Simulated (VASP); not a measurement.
Here is a VASP 6.6.1 calculation.

INCAR

```
SYSTEM = FeNi3
ALGO = Normal ; EDIFF = 1E-7
ENCUT = 520 ; ISIF = 2
ISMEAR = -1 ; ISPIN = 2
LASPH = .True. ; LCHARG = .False.
LMAXMIX = 4 ; LORBIT = 11
LREAL = .False. ; LWAVE = .False.
MAGMOM = 2.8 1.2 1.2 -1.2 ; NBANDS = 31
NELM = 150 ; PREC = Accurate
SIGMA = 0.05
```

The input KPOINTS:

```
k-points
0
Gamma
  7 7 7
  0 0 0
```

Contents of POSCAR:

```
FeNi3
1.0
    0.0000000000      2.7903700000      2.7903700000
    2.7903700000      0.0000000000      2.7903700000
    2.7903700000      2.7903700000      0.0000000000
Fe Ni
1 3
Direct
    0.0000000000      0.0000000000      0.0000000000
    0.7500000000      0.7500000000      0.7500000000
    0.2500000000      0.2500000000      0.2500000000
    0.5000000000      0.5000000000      0.5000000000
```

Potentials or basis: VASP PAW LDA potentials, release 64 (Fe, Ni).

Run with:

```sh
$ cat potpaw_LDA.64/Fe/POTCAR potpaw_LDA.64/Ni/POTCAR > POTCAR
$ mpirun -np 1 vasp_std > vasp.out
```

(1) What does it give for the site moments?

(2) What does it give for the pressure?

(3) Predict the net moment.

Answers

(1) Fe +2.69; Ni +0.61, +0.31 (each value once) μB.

(2) -11.4 GPa.

(3) 4.26 μB per cell.

Caveat: the cell stands under tension.
